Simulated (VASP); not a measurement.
Ga2O: single point with PBE

The system is Ga2O.

```
Ga O
1.0
     4.52537    0.00000    0.00000
    -2.26269    3.91909    0.00000
     0.00000    0.00000    2.76857
Ga O
2 1
Cartesian
  0.0000 0.0000 1.3843
  0.0000 2.6127 0.0000
  2.2627 1.3064 1.3843
```

| Item | Value |
| --- | --- |
| Program | VASP 6.6.1 |
| Task | single point |
| Functional | PBE |
| Potentials or basis | VASP PAW PBE potentials, release 64 (Ga_d, O) |
| Cutoff | 520 eV |
| k mesh | 6 × 6 × 6 |
| Occupations | gaussian, width 0.1 eV |
| Spin | no spin polarisation |

The pressure is -7.4 GPa and the band gap on the k mesh is zero (band 16 reaches 3.97 eV, above the bottom of band 17 at 3.52 eV).

Stress tensor (GPa, compression positive):
```
-12.34   0.00   0.00
  0.00 -12.34   0.00
  0.00   0.00   2.44
```

Levels at points of the mesh, in eV from the Fermi level:
```
           k point  band 13  band 14  band 15  band 16  band 17  band 18  band 19  band 20
(0.00, 0.00, 0.00)    -2.71    -2.71    -1.94    -0.41    -0.41    -0.02     6.95     6.95
(0.50, 0.00, 0.00)    -6.01    -3.87    -0.58     0.03     1.58     2.54     7.84     8.04
(0.00, 0.00, 0.50)    -3.79    -1.80    -1.80    -0.97     2.72     2.73     4.45     4.45
(0.50, 0.00, 0.50)    -3.27    -3.07    -2.10    -1.06    -0.41     0.83     3.51     5.55
```

Run time: 20 s on 1 thread of Intel(R) Xeon(R) 6975P-C (Granite Rapids), on a shared host, peak memory 0.18 GiB.

Caveat: the k points lie up to 0.38 Å⁻¹ apart.
